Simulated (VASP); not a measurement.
Set up this calculation in VASP 6.6.1, as the native input.

| Quantity | Value |
| --- | --- |
| Task | single point |
| Functional | LDA |
| Potentials or basis | VASP PAW LDA potentials, release 64 (Si, Mg) |
| Cutoff | 520 eV |
| k mesh | 6 × 6 × 1 |
| Occupations | gaussian, width 0.05 eV |
| Spin | no spin polarisation |
| Dipole correction | yes |
| Further INCAR settings | LREAL = Auto; ALGO = Normal; EDIFF = 1e-07; NBANDS = 67 |

The structure of MgSi24 lies in POSCAR:

```
MgSi24
1.0
    7.6033702666      0.0000000000      0.0000000000
   -3.8016851333      6.5847118052      0.0000000000
    0.0000000000      0.0000000000     22.4524755747
Si Mg
24 1
Direct
    0.3333333333      0.1666666667      0.1781540742
    0.3333333333      0.6666666667      0.1781540742
    0.8333333333      0.1666666667      0.1781540742
    0.8333333333      0.6666666667      0.1781540742
    0.1666666667      0.3333333333      0.2134654946
    0.1666666667      0.8333333333      0.2134654946
    0.6666666667      0.3333333333      0.2134654946
    0.6666666667      0.8333333333      0.2134654946
    0.1666666667      0.3333333333      0.3181986290
    0.1666666667      0.8333333333      0.3181986290
    0.6666666667      0.3333333333      0.3181986290
    0.6666666667      0.8333333333      0.3181986290
    0.3333333333      0.1666666667      0.3520754171
    0.3333333333      0.6666666667      0.3520754171
    0.8333333333      0.1666666667      0.3520754171
    0.8333333333      0.6666666667      0.3520754171
    0.3333333333      0.1666666667      0.4580766846
    0.3333333333      0.6666666667      0.4580766846
    0.8333333333      0.1666666667      0.4580766846
    0.8333333333      0.6666666667      0.4580766846
    0.1666666667      0.3333333333      0.4878070366
    0.1666666667      0.8333333333      0.4878070366
    0.6666666667      0.3333333333      0.4878070366
    0.6666666667      0.8333333333      0.4878070366
    0.1666666667      0.3333333333      0.6021127714
```

The input as run:

INCAR

```
SYSTEM = MgSi24
PREC = Accurate
ENCUT = 520
EDIFF = 1E-7
ISMEAR = 0
SIGMA = 0.05
LREAL = Auto
LASPH = .True.
NELM = 60
ALGO = Normal
ISIF = 2
LWAVE = .False.
LCHARG = .False.
LDIPOL = .True.
IDIPOL = 3
DIPOL = 0.5 0.5 0.345
GGA = CA
NBANDS = 67
```

KPOINTS

```
regular mesh
0
Gamma
  6 6 1
  0 0 0
```

Potentials or basis: VASP PAW LDA potentials, release 64 (Si, Mg).

Launch:

```bash
$ cat potpaw_LDA.64/Si/POTCAR potpaw_LDA.64/Mg/POTCAR > POTCAR
$ mpirun -np 1 vasp_std > vasp.out
```

It gave:

- Largest force: 0.767 eV/Å
- Band gap on the k mesh: zero (filled and empty bands touch)

It took 22 min on 1 thread of Intel(R) Xeon(R) 6975P-C (Granite Rapids) (shared host), peak memory 0.94 GiB.
